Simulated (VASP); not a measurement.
# Si4C (P-6m2) in VASP: relaxation of cell and atoms with PBE

Aim: the relaxation of cell and atoms of Si4C with PBE.

Program: VASP 6.6.1. These are calculated values, not measurements. Logs are shortened: lines on timing, memory, paths and dates and some standing lists are left out, and cuts for length are marked.

## Step 1: The cell of the first run

The structure is hexagonal, space group P-6m2 (No. 187). The conventional cell has a = 3.195 Å, b = 3.195 Å, c = 16.113 Å, α = 90.00°, β = 90.00°, γ = 120.00°. Si (site symmetry -6m2) has 2 Si at 2.36 Å within 3.1 Å. Si (site symmetry 3m) has 3 C at 1.94 Å and 1 Si at 2.36 Å within 2.6 Å. Within 3.1 Å of Si (site symmetry 3m) lie 6 Si at 2.38 to 2.50 Å. Within 2.5 Å of Si (site symmetry 3m) lie 1 C at 1.91 Å and 3 Si at 2.38 Å. Within 3.3 Å of Si (site symmetry -6m2) lie 14 Si at 2.50 to 3.19 Å. C (site symmetry 3m) has 4 Si at 1.91 to 1.94 Å within 2.5 Å.

## Step 2: Relaxation of cell and atoms, PBE

INCAR

```
ALGO = Normal
EDIFF = 1E-7
EDIFFG = -0.01
ENCUT = 600
GGA = PE
IBRION = 2
ISIF = 3
ISMEAR = 0
LASPH = True
LCHARG = False
LREAL = False
LWAVE = False
NELM = 60
NSW = 100
PREC = Accurate
SIGMA = 0.1
```

KPOINTS

```
k-points
0
Gamma
  12 12 4
```

POSCAR

```
Si4C
1.0
    3.1947818339      0.0000000000      0.0000000000
   -1.5973909170      2.7667622277      0.0000000000
    0.0000000000      0.0000000000     16.1133246820
Si C
8 2
Direct
    0.3333333333      0.6666666667      0.0000000000
    0.3333333333      0.6666666667      0.1462637493
    0.3333333333      0.6666666667      0.3949997056
    0.3333333333      0.6666666667      0.6050002944
    0.3333333333      0.6666666667      0.8537362507
    0.6666666667      0.3333333333      0.3019061171
    0.6666666667      0.3333333333      0.5000000000
    0.6666666667      0.3333333333      0.6980938829
    0.6666666667      0.3333333333      0.1831924542
    0.6666666667      0.3333333333      0.8168075458
```

Potentials or basis: VASP PAW PBE potentials, release 64 (Si, C).

The run is started by

```bash
> cat potpaw_PBE.64/Si/POTCAR potpaw_PBE.64/C/POTCAR > POTCAR
> mpirun -np 1 vasp_std > vasp.out
```

OUTCAR:

```text
EDIFF = 1E-7
   EDIFFG = -0.01
   ENCUT = 600
   GGA = PE
   IBRION = 2
   ISIF = 3
   ISMEAR = 0
   LASPH = True
   LREAL = False
   NELM = 60
   NSW = 100
   PREC = Accurate

 ion  position               nearest neighbor table
   1  0.333  0.667  0.000-   2 2.36   5 2.36
   2  0.333  0.667  0.146-   9 1.94   9 1.94   9 1.94   1 2.36   6 3.11   6 3.11   6 3.11
   3  0.333  0.667  0.395-   6 2.38   6 2.38   6 2.38   7 2.50   7 2.50   7 2.50
   4  0.333  0.667  0.605-   8 2.38   8 2.38   8 2.38   7 2.50   7 2.50   7 2.50
   5  0.333  0.667  0.854-  10 1.94  10 1.94  10 1.94   1 2.36   8 3.11   8 3.11   8 3.11
   6  0.667  0.333  0.302-   9 1.91   3 2.38   3 2.38   3 2.38   2 3.11   2 3.11   2 3.11
   7  0.667  0.333  0.500-   3 2.50   4 2.50   3 2.50   4 2.50   3 2.50   4 2.50
   8  0.667  0.333  0.698-  10 1.91   4 2.38   4 2.38   4 2.38   5 3.11   5 3.11   5 3.11
   9  0.667  0.333  0.183-   6 1.91   2 1.94   2 1.94   2 1.94
  10  0.667  0.333  0.817-   8 1.91   5 1.94   5 1.94   5 1.94

  LATTYP: Found a hexagonal cell.
 ALAT       =     3.1947818339
 C/A-ratio  =     5.0436385080

  Lattice vectors:

 A1 = (   3.1947818339,   0.0000000000,   0.0000000000)
 A2 = (  -1.5973909170,   2.7667622277,   0.0000000000)
 A3 = (   0.0000000000,   0.0000000000,  16.1133246820)

Analysis of symmetry for initial positions (statically):
=====================================================================
 Subroutine PRICEL returns:
 Original cell was already a primitive cell.

 Routine SETGRP: Setting up the symmetry group for a
 hexagonal supercell.

 Subroutine GETGRP returns: Found 12 space group operations
 (whereof 12 operations were pure point group operations)
 out of a pool of 24 trial point group operations.

The static configuration has the point symmetry D_3h.

Analysis of symmetry for dynamics (positions and initial velocities):
=====================================================================
 Subroutine PRICEL returns:
 Original cell was already a primitive cell.

 Routine SETGRP: Setting up the symmetry group for a
 hexagonal supercell.

 Subroutine GETGRP returns: Found 12 space group operations
 (whereof 12 operations were pure point group operations)
 out of a pool of 24 trial point group operations.

The dynamic configuration has the point symmetry D_3h.

 Subroutine INISYM returns: Found 12 space group operations
 (whereof 12 operations are pure point group operations),
 and found     1 'primitive' translations

----------------------------------------------------------------------------------------

                                     Primitive cell

  volume of cell :     142.4289

  direct lattice vectors                    reciprocal lattice vectors
     3.194781834  0.000000000  0.000000000     0.313010419  0.180716650  0.000000000
    -1.597390917  2.766762228  0.000000000     0.000000000  0.361433299  0.000000000
     0.000000000  0.000000000 16.113324682     0.000000000  0.000000000  0.062060439

  length of vectors
     3.194781834  3.194781834 16.113324682     0.361433299  0.361433299  0.062060439

  position of ions in fractional coordinates (direct lattice)
     0.333333333  0.666666667  0.000000000
     0.333333333  0.666666667  0.146263749
     0.333333333  0.666666667  0.394999706
     0.333333333  0.666666667  0.605000294
     0.333333333  0.666666667  0.853736251
     0.666666667  0.333333333  0.301906117
     0.666666667  0.333333333  0.500000000
     0.666666667  0.333333333  0.698093883
     0.666666667  0.333333333  0.183192454
     0.666666667  0.333333333  0.816807546

  ion indices of the primitive-cell ions
   primitive index   ion index
                 1           1
                 2           2
                 3           3
[... 99 lines left out ...]
     AMIX_MAG =   1.60;   BMIX_MAG =  1.00
  volume/ion in A,a.u.               =      14.24        96.12
  Fermi-wavevector in a.u.,A,eV,Ry     =   1.072084  2.025945 15.638044  1.149364
  Thomas-Fermi vector in A             =   2.207843
   LORBIT       =      0    0 simple, 1 ext, 2 COOP (PROOUT), +10 PAW based schemes
   GGA     = PE    functional components
   LHFCALC =     F    Hartree Fock is set to
   AEXX    =    0.0000 exact exchange contribution
   IVDW    =     0    specifies the selected vdW correction
   LEPSILON=     F    determine dielectric tensor
   LRPA    =     F    only Hartree local field effects (RPA)
 conjugate gradient relaxation of ions
 non-spin polarized calculation
 Gauss-broadening in eV      SIGMA  =   0.10
  energy-cutoff  :      600.00
  volume of cell :      142.43
 maximum number of plane-waves:      4800
 NGX is ok and might be reduce to    28
   NGX = 13   NGY = 13   NGZ = 65

--------------------------------------- Ionic step        1  -------------------------------------------

 number of electron      40.0000000 magnetization

 Free energy of the ion-electron system (eV)
  ---------------------------------------------------
  ext. energy  EPLUGINS =         0.00000000
  ---------------------------------------------------
  free energy    TOTEN  =       -58.21436795 eV

  energy without entropy =      -58.20280098  energy(sigma->0) =      -58.20858447

------------------------ aborting loop because EDIFF is reached ----------------------------------------

  FORCE on cell =-STRESS in cart. coord.  units (eV):
  Direction    XX          YY          ZZ          XY          YZ          ZX
  --------------------------------------------------------------------------------------
  -------------------------------------------------------------------------------------
  Total       -0.0621392     -0.0621392     -0.1285567      0.0000000      0.0000000      0.0000000
  in kB       -0.6990017     -0.6990017     -1.4461288      0.0000000      0.0000000      0.0000000
  external PRESSURE =      -0.9480441 kB  Pullay stress =       0.0000000 kB

 VOLUME and BASIS-vectors are now :
 -----------------------------------------------------------------------------
  energy-cutoff  :      600.00
  volume of cell :      142.43
      direct lattice vectors                 reciprocal lattice vectors
     3.194781834  0.000000000  0.000000000     0.313010419  0.180716650  0.000000000
    -1.597390917  2.766762228  0.000000000     0.000000000  0.361433299  0.000000000
     0.000000000  0.000000000 16.113324682     0.000000000  0.000000000  0.062060439

 POSITION                                       TOTAL-FORCE (eV/Angst)
 -----------------------------------------------------------------------------------
     -0.00000      1.84451      0.00000        -0.000000      0.000000     -0.000000
     -0.00000      1.84451      2.35680        -0.000000      0.000000     -0.003777
     -0.00000      1.84451      6.36476        -0.000000      0.000000     -0.004268
     -0.00000      1.84451      9.74857        -0.000000      0.000000      0.004268
     -0.00000      1.84451     13.75653        -0.000000      0.000000      0.003777
      1.59739      0.92225      4.86471        -0.000000      0.000000      0.005773
      1.59739      0.92225      8.05666        -0.000000      0.000000     -0.000000
      1.59739      0.92225     11.24861        -0.000000      0.000000     -0.005773
      1.59739      0.92225      2.95184         0.000000     -0.000000      0.003067
      1.59739      0.92225     13.16149         0.000000     -0.000000     -0.003067
 -----------------------------------------------------------------------------------
    total drift:                               -0.000000      0.000000      0.000000

  FREE ENERGIE OF THE ION-ELECTRON SYSTEM (eV)
  ---------------------------------------------------
  free  energy   TOTEN  =       -58.2143679488 eV

  energy  without entropy=      -58.2028009836  energy(sigma->0) =      -58.20858447

--------------------------------------- Ionic step        2  -------------------------------------------

 number of electron      40.0000000 magnetization

 Free energy of the ion-electron system (eV)
  ---------------------------------------------------
  ext. energy  EPLUGINS =         0.00000000
  ---------------------------------------------------
  free energy    TOTEN  =       -58.21439406 eV

  energy without entropy =      -58.20262324  energy(sigma->0) =      -58.20850865

 E-fermi :   8.7094     XC(G=0): -10.6998

 val. band max:        8.7037942740   @ k =   0.0833   0.0833   0.2500
 cond. band min:       8.7304516447   @ k =   0.4167   0.1667   0.5000
 fundamental gap:      0.0266573706
 Fermi energy:         8.7094092014

 k-point     1 :       0.0000    0.0000    0.0000
  band No.  band energies     occupation
      1      -6.9776      2.00000
      2      -6.9179      2.00000
      3      -5.1442      2.00000
      4      -4.0826      2.00000
      5      -2.4801      2.00000
      6      -1.0943      2.00000
[... 685 lines left out ...]
     25      10.9609      0.00000
     26      10.9679      0.00000

 [... further k-points ...]
[... 5 lines left out ...]
  --------------------------------------------------------------------------------------
  -------------------------------------------------------------------------------------
  Total        0.0504527      0.0504527      0.0858828     -0.0000000     -0.0000000      0.0000000
  in kB        0.5682332      0.5682332      0.9672717     -0.0000000     -0.0000000      0.0000000
  external PRESSURE =       0.7012460 kB  Pullay stress =       0.0000000 kB

 VOLUME and BASIS-vectors are now :
 -----------------------------------------------------------------------------
  energy-cutoff  :      600.00
  volume of cell :      142.26
      direct lattice vectors                 reciprocal lattice vectors
     3.193824115  0.000000000  0.000000000     0.313104280  0.180770840 -0.000000000
    -1.596912057  2.765932818  0.000000000    -0.000000000  0.361541681  0.000000000
     0.000000000  0.000000000 16.103331335     0.000000000  0.000000000  0.062098952

 POSITION                                       TOTAL-FORCE (eV/Angst)
 -----------------------------------------------------------------------------------
     -0.00000      1.84396     16.10333         0.000000      0.000000      0.000000
     -0.00000      1.84396      2.35515        -0.000000      0.000000     -0.000647
     -0.00000      1.84396      6.36061         0.000000      0.000000      0.001435
     -0.00000      1.84396      9.74273        -0.000000      0.000000     -0.001435
     -0.00000      1.84396     13.74818         0.000000      0.000000      0.000647
      1.59691      0.92198      4.86197         0.000000      0.000000      0.001178
      1.59691      0.92198      8.05167         0.000000      0.000000      0.000000
      1.59691      0.92198     11.24136        -0.000000      0.000000     -0.001178
      1.59691      0.92198      2.95016        -0.000000     -0.000000     -0.000766
      1.59691      0.92198     13.15317        -0.000000     -0.000000      0.000766
 -----------------------------------------------------------------------------------
    total drift:                               -0.000000      0.000000      0.000000

  FREE ENERGIE OF THE ION-ELECTRON SYSTEM (eV)
  ---------------------------------------------------
  free  energy   TOTEN  =       -58.2143940636 eV

  energy  without entropy=      -58.2026232409  energy(sigma->0) =      -58.20850865

 reached required accuracy - stopping structural energy minimisation
```

Run time: 9.1 min. Hardware: 1 thread of Intel Xeon 6975P-C, shared host; peak memory 0.45 GiB.

What came out:

```
Free energy                            : -58.2144 eV
Relaxed volume                         : 14.23 Å³/atom
Relaxed cell                           : a = 3.194 Å, b = 3.194 Å, c = 16.103 Å, α = 90.00°, β = 90.00°, γ = 120.00°
Space group after relaxing (to 0.05 Å) : P-6m2 (No. 187)
Energy gained by relaxing              : 0.0 meV/atom
Ionic steps                            : 2
Pressure after relaxing                : 0.1 GPa
Band gap on the k mesh                 : zero (band 20 reaches 11.24 eV, above the bottom of band 21 at 6.73 eV)
```

Final structure:
```
CELL_PARAMETERS angstrom
3.19382 0.00000 0.00000
-1.59691 2.76593 0.00000
0.00000 0.00000 16.10333
ATOMIC_POSITIONS crystal
Si 0.33333 0.66667 0.00000
Si 0.33333 0.66667 0.14625
Si 0.33333 0.66667 0.39499
Si 0.33333 0.66667 0.60501
Si 0.33333 0.66667 0.85375
Si 0.66667 0.33333 0.30192
Si 0.66667 0.33333 0.50000
Si 0.66667 0.33333 0.69808
C 0.66667 0.33333 0.18320
C 0.66667 0.33333 0.81680
```

Levels at points of the mesh, in eV from the Fermi level:
```csv
k point,band 18,band 19,band 20,band 21,band 22,band 23
"(0.00, 0.00, 0.00)",2.20,2.53,2.53,2.55,3.13,3.53
"(0.50, 0.00, 0.00)",-2.45,-1.20,-0.95,-0.33,0.62,1.13
"(0.00, 0.00, 0.50)",1.72,2.52,2.52,2.98,3.11,3.65
"(0.50, 0.00, 0.50)",-2.32,-1.20,-1.19,-0.34,0.68,1.39
```
